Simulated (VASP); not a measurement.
# TiC (Fm-3m) in VASP: single point with PBE

Aim: the single point of TiC with PBE.

All numbers are computed with VASP 6.6.1; they aren't measurements. Logs are shortened: lines on timing, memory, paths and dates and some standing lists are left out, and cuts for length are marked.

**1. The cell of the first run**

Symmetry: Fm-3m, No. 225, cubic system. The conventional cell has a = 4.328 Å, b = 4.328 Å, c = 4.328 Å, α = 90.00°, β = 90.00°, γ = 90.00°. Within 2.9 Å of Ti (site symmetry m-3m) lie 6 C at 2.16 Å. Within 2.9 Å of C (site symmetry m-3m) lie 6 Ti at 2.16 Å.

**2. Single point, PBE**

Contents of INCAR:

```
PREC = Accurate
ENCUT = 520
EDIFF = 1E-6
ISMEAR = 0
SIGMA = 0.15
LREAL = False
LASPH = True
NELM = 80
ALGO = Normal
ISIF = 2
LWAVE = False
LCHARG = False
GGA = PE
NBANDS = 15
```

Contents of KPOINTS:

```
Automatic mesh
0
Gamma
  20 20 20
```

Contents of POSCAR:

```
TiC
1.0
    0.0000000000      2.1640000000      2.1640000000
    2.1640000000      0.0000000000      2.1640000000
    2.1640000000      2.1640000000      0.0000000000
Ti C
1 1
Direct
    0.0000000000      0.0000000000      0.0000000000
    0.5000000000      0.5000000000      0.5000000000
```

Potentials or basis: VASP PAW PBE potentials, release 64 (Ti_sv, C).

The run is started by

```bash
cat potpaw_PBE.64/Ti_sv/POTCAR potpaw_PBE.64/C/POTCAR > POTCAR
mpirun -np 1 vasp_std > vasp.out
```

OUTCAR:

```text
PREC = Accurate
   ENCUT = 520
   EDIFF = 1E-6
   ISMEAR = 0
   LREAL = False
   LASPH = True
   NELM = 80
   ISIF = 2
   GGA = PE

 ion  position               nearest neighbor table
   1  0.000  0.000  0.000-   2 2.16   2 2.16   2 2.16   2 2.16   2 2.16   2 2.16
   2  0.500  0.500  0.500-   1 2.16   1 2.16   1 2.16   1 2.16   1 2.16   1 2.16

  LATTYP: Found a face centered cubic cell.
 ALAT       =     4.3280000000

  Lattice vectors:

 A1 = (   0.0000000000,   2.1640000000,   2.1640000000)
 A2 = (   2.1640000000,   0.0000000000,   2.1640000000)
 A3 = (   2.1640000000,   2.1640000000,   0.0000000000)

Analysis of symmetry for initial positions (statically):
=====================================================================
 Subroutine PRICEL returns:
 Original cell was already a primitive cell.

 Routine SETGRP: Setting up the symmetry group for a
 face centered cubic supercell.

 Subroutine GETGRP returns: Found 48 space group operations
 (whereof 48 operations were pure point group operations)
 out of a pool of 48 trial point group operations.

The static configuration has the point symmetry O_h .

Analysis of symmetry for dynamics (positions and initial velocities):
=====================================================================
 Subroutine PRICEL returns:
 Original cell was already a primitive cell.

 Routine SETGRP: Setting up the symmetry group for a
 face centered cubic supercell.

 Subroutine GETGRP returns: Found 48 space group operations
 (whereof 48 operations were pure point group operations)
 out of a pool of 48 trial point group operations.

The dynamic configuration has the point symmetry O_h .

 Subroutine INISYM returns: Found 48 space group operations
 (whereof 48 operations are pure point group operations),
 and found     1 'primitive' translations

----------------------------------------------------------------------------------------

                                     Primitive cell

  volume of cell :      20.2676

  direct lattice vectors                    reciprocal lattice vectors
     0.000000000  2.164000000  2.164000000    -0.231053604  0.231053604  0.231053604
     2.164000000  0.000000000  2.164000000     0.231053604 -0.231053604  0.231053604
     2.164000000  2.164000000  0.000000000     0.231053604  0.231053604 -0.231053604

  length of vectors
     3.060358149  3.060358149  3.060358149     0.400196582  0.400196582  0.400196582

  position of ions in fractional coordinates (direct lattice)
     0.000000000  0.000000000  0.000000000
     0.500000000  0.500000000  0.500000000

  ion indices of the primitive-cell ions
   primitive index   ion index
                 1           1
                 2           2

----------------------------------------------------------------------------------------

 KPOINTS: Automatic mesh

Automatic generation of k-mesh.
 Grid dimensions read from file:
 generate k-points for:   20   20   20

 Generating k-lattice:

  Cartesian coordinates                     Fractional coordinates (reciprocal lattice)
    -0.011552680  0.011552680  0.011552680     0.050000000  0.000000000  0.000000000
     0.011552680 -0.011552680  0.011552680     0.000000000  0.050000000  0.000000000
     0.011552680  0.011552680 -0.011552680     0.000000000  0.000000000  0.050000000

  Length of vectors
     0.020009829  0.020009829  0.020009829

  Shift w.r.t. Gamma in fractional coordinates (k-lattice)
     0.000000000  0.000000000  0.000000000

 Subroutine IBZKPT returns following result:
 ===========================================

 Found    256 irreducible k-points:

 Following reciprocal coordinates:
            Coordinates               Weight
  0.000000  0.000000  0.000000      1.000000
  0.050000  0.000000  0.000000      8.000000
  0.100000  0.000000  0.000000      8.000000
  0.150000  0.000000  0.000000      8.000000
  0.200000  0.000000  0.000000      8.000000
  0.250000  0.000000  0.000000      8.000000
[... 16 lines left out ...]
 -0.400000  0.050000  0.000000     24.000000
 -0.350000  0.050000  0.000000     24.000000
 [... further k-points ...]
   k-points           NKPTS =    256   k-points in BZ     NKDIM =    256   number of bands    NBANDS=     15
   number of dos      NEDOS =    301   number of ions     NIONS =      2
   total plane-waves  NPLWV =  13824
   dimension x,y,z NGX =    24 NGY =   24 NGZ =   24
   dimension x,y,z NGXF=    48 NGYF=   48 NGZF=   48
   ions per type =               1   1
   NGX,Y,Z   is equivalent  to a cutoff of  13.04, 13.04, 13.04 a.u.
   NGXF,Y,Z  is equivalent  to a cutoff of  26.07, 26.07, 26.07 a.u.
 SYSTEM =  unknown system
   PREC   = accura    normal or accurate (medium, high low for compatibility)
   ISTART =      0    job   : 0-new  1-cont  2-samecut
   ICHARG =      2    charge: 1-file 2-atom 10-const
   ISPIN  =      1    spin polarized calculation?
   LNONCOLLINEAR =      F non collinear calculations
   LSORBIT =      F    spin-orbit coupling
   LASPH  =      T    aspherical Exc in radial PAW
   ENCUT  =  520.0 eV  38.22 Ry    6.18 a.u.   5.69  5.69  5.69*2*pi/ulx,y,z
   NELM   =     80;   NELMIN=  2; NELMDL= -5     # of ELM steps
   EDIFF  = 0.1E-05   stopping-criterion for ELM
   LREAL  =      F    real-space projection
   EDIFFG = 0.1E-04   stopping-criterion for IOM
   NSW    =      0    number of steps for IOM
   IBRION =     -1    ionic relax: 0-MD 1-quasi-New 2-CG
   NFREE  =      0    steps in history (QN), initial steepest desc. (CG)
   ISIF   =      2    stress and relaxation
   ISYM   =      2    0-nonsym 1-usesym 2-fastsym
   POTIM  = 0.5000    time-step for ionic-motion
   TEBEG  =    0.0;   TEEND  =   0.0 temperature during run
   PSTRESS=    0.0 pullay stress
   NELECT =      16.0000    total number of electrons
   NUPDOWN=      -1.0000    fix difference up-down
   EMIN   =  10.00;   EMAX   =-10.00  energy-range for DOS
   EFERMI =   0.00;   METHOD = LEGACY
   ISMEAR =     0;   SIGMA  =   0.15  broadening in eV -4-tet -1-fermi 0-gaus
   EFERMI_NEDOS =   21; number of points for ismear=-14 and -15
   IALGO  =     38    algorithm
   IMIX   =      4    mixing-type and parameters
     AMIX     =   0.40;   BMIX     =  1.00
     AMIX_MAG =   1.60;   BMIX_MAG =  1.00
  volume/ion in A,a.u.               =      10.13        68.39
  Fermi-wavevector in a.u.,A,eV,Ry     =   1.513030  2.859212 31.147275  2.289260
  Thomas-Fermi vector in A             =   2.622876
   LORBIT       =      0    0 simple, 1 ext, 2 COOP (PROOUT), +10 PAW based schemes
   GGA     = PE    functional components
   LHFCALC =     F    Hartree Fock is set to
   AEXX    =    0.0000 exact exchange contribution
   IVDW    =     0    specifies the selected vdW correction
   LEPSILON=     F    determine dielectric tensor
   LRPA    =     F    only Hartree local field effects (RPA)
 non-spin polarized calculation
 Gauss-broadening in eV      SIGMA  =   0.15
  energy-cutoff  :      520.00
  volume of cell :       20.27
 maximum number of plane-waves:       568
   NGX = 11   NGY = 11   NGZ = 11

 number of electron      16.0000001 magnetization

 Free energy of the ion-electron system (eV)
  ---------------------------------------------------
  ext. energy  EPLUGINS =         0.00000000
  ---------------------------------------------------
  free energy    TOTEN  =       -18.71085041 eV

  energy without entropy =      -18.70782260  energy(sigma->0) =      -18.70933651

 E-fermi :   9.4447     XC(G=0): -12.7102

 val. band max:        9.4279872614   @ k =   0.4500   0.4000   0.0000
 cond. band min:       9.4727033459   @ k =   0.2500   0.2000   0.0000
 fundamental gap:      0.0447160845
 Fermi energy:         9.4447379530

 k-point     1 :       0.0000    0.0000    0.0000
  band No.  band energies     occupation
      1     -47.1423      2.00000
      2     -23.1651      2.00000
      3     -23.1651      2.00000
      4     -23.1651      2.00000
      5      -2.9675      2.00000
      6      10.1345      0.00000
      7      10.1345      0.00000
      8      10.1345      0.00000
      9      11.1211      0.00000
     10      11.1211      0.00000
     11      11.1211      0.00000
     12      11.1578      0.00000
     13      11.1578      0.00000
     14      19.9579      0.00000
     15      23.4821      0.00000

 k-point     2 :       0.0500    0.0000    0.0000
  band No.  band energies     occupation
      1     -47.1405      2.00000
      2     -23.1778      2.00000
      3     -23.1663      2.00000
      4     -23.1663      2.00000
      5      -2.9106      2.00000
      6       9.8302      0.00028
      7      10.0279      0.00000
      8      10.0279      0.00000
      9      10.5292      0.00000
     10      10.5292      0.00000
     11      11.2927      0.00000
     12      11.9392      0.00000
     13      11.9392      0.00000
     14      20.0624      0.00000
     15      23.5081      0.00000

 k-point     3 :       0.1000    0.0000    0.0000
  band No.  band energies     occupation
      1     -47.1353      2.00000
      2     -23.2146      2.00000
      3     -23.1698      2.00000
      4     -23.1698      2.00000
      5      -2.7422      2.00000
      6       9.1884      1.98434
      7       9.4786      0.74926
      8       9.4786      0.74926
      9      10.4780      0.00000
     10      10.4780      0.00000
     11      11.5652      0.00000
     12      12.7839      0.00000
     13      12.7839      0.00000
     14      20.3385      0.00000
     15      23.5442      0.00000

 k-point     4 :       0.1500    0.0000    0.0000
  band No.  band energies     occupation
      1     -47.1272      2.00000
      2     -23.2714      2.00000
      3     -23.1751      2.00000
      4     -23.1751      2.00000
      5      -2.4690      2.00000
      6       8.4093      2.00000
      7       8.8396      2.00000
      8       8.8396      2.00000
      9      10.6507      0.00000
     10      10.6507      0.00000
     11      11.8097      0.00000
     12      13.6409      0.00000
     13      13.6409      0.00000
     14      20.6667      0.00000
     15      23.5277      0.00000
[... 307 lines left out ...]
 k-point    22 :      -0.4500    0.0500    0.0000
  band No.  band energies     occupation
      1     -47.0687      2.00000
      2     -23.6556      2.00000
      3     -23.2231      2.00000
      4     -23.2135      2.00000
      5       0.4234      2.00000
      6       3.7429      2.00000
      7       6.5685      2.00000
      8       6.5751      2.00000
      9      12.2919      0.00000
     10      12.3406      0.00000
     11      13.4789      0.00000
     12      17.1925      0.00000
     13      17.5886      0.00000
     14      18.0829      0.00000
     15      24.3327      0.00000

 k-point    23 :      -0.4000    0.0500    0.0000
  band No.  band energies     occupation
      1     -47.0728      2.00000
      2     -23.6290      2.00000
      3     -23.2227      2.00000
      4     -23.2085      2.00000
      5       0.0738      2.00000
      6       4.1717      2.00000
      7       6.6512      2.00000
      8       6.7153      2.00000
      9      12.0939      0.00000
     10      12.2504      0.00000
     11      13.2861      0.00000
     12      16.8988      0.00000
     13      17.4804      0.00000
     14      18.4113      0.00000
     15      24.6057      0.00000

 k-point    24 :      -0.3500    0.0500    0.0000
  band No.  band energies     occupation
      1     -47.0801      2.00000
      2     -23.5821      2.00000
      3     -23.2196      2.00000
      4     -23.2017      2.00000
      5      -0.4184      2.00000
      6       4.8137      2.00000
      7       6.8303      2.00000
      8       6.9492      2.00000
      9      11.8126      0.00000
     10      12.0502      0.00000
     11      13.0135      0.00000
     12      16.4032      0.00000
     13      17.1508      0.00000
     14      19.0335      0.00000
     15      24.8713      0.00000

 [... further k-points ...]
[... 5 lines left out ...]
  --------------------------------------------------------------------------------------
  -------------------------------------------------------------------------------------
  Total        0.1348491      0.1348491      0.1348491      0.0000000      0.0000000     -0.0000000
  in kB       10.6599887     10.6599887     10.6599887      0.0000000      0.0000000     -0.0000000
  external PRESSURE =      10.6599887 kB  Pullay stress =       0.0000000 kB

 VOLUME and BASIS-vectors are now :
 -----------------------------------------------------------------------------
  energy-cutoff  :      520.00
  volume of cell :       20.27
      direct lattice vectors                 reciprocal lattice vectors
     0.000000000  2.164000000  2.164000000    -0.231053604  0.231053604  0.231053604
     2.164000000  0.000000000  2.164000000     0.231053604 -0.231053604  0.231053604
     2.164000000  2.164000000  0.000000000     0.231053604  0.231053604 -0.231053604

 POSITION                                       TOTAL-FORCE (eV/Angst)
 -----------------------------------------------------------------------------------
      0.00000      0.00000      0.00000         0.000000     -0.000000     -0.000000
      2.16400      2.16400      2.16400        -0.000000      0.000000      0.000000
 -----------------------------------------------------------------------------------
    total drift:                                0.000000     -0.000000     -0.000000

  FREE ENERGIE OF THE ION-ELECTRON SYSTEM (eV)
  ---------------------------------------------------
  free  energy   TOTEN  =       -18.7108504140 eV

  energy  without entropy=      -18.7078225960  energy(sigma->0) =      -18.70933651
```

It took 86 s on 1 thread of Intel Xeon 8259CL, shared host; peak memory 0.2 GiB.

Results:

```yaml
Free_energy: -18.7109 eV
Pressure: 1.1 GPa
Band_gap_on_the_k_mesh: zero (band 8 reaches 10.13 eV, above the bottom of band 9 at 9.04 eV)
```

Levels at points of the mesh, in eV from the Fermi level:
```tsv
k point	band 6	band 7	band 8	band 9	band 10	band 11
(0.00, 0.00, 0.00)	0.69	0.69	0.69	1.68	1.68	1.68
(0.50, 0.00, 0.00)	-5.85	-2.91	-2.91	2.92	2.92	4.11
(0.50, 0.50, 0.00)	-3.44	-1.63	-0.04	-0.04	2.71	3.52
```
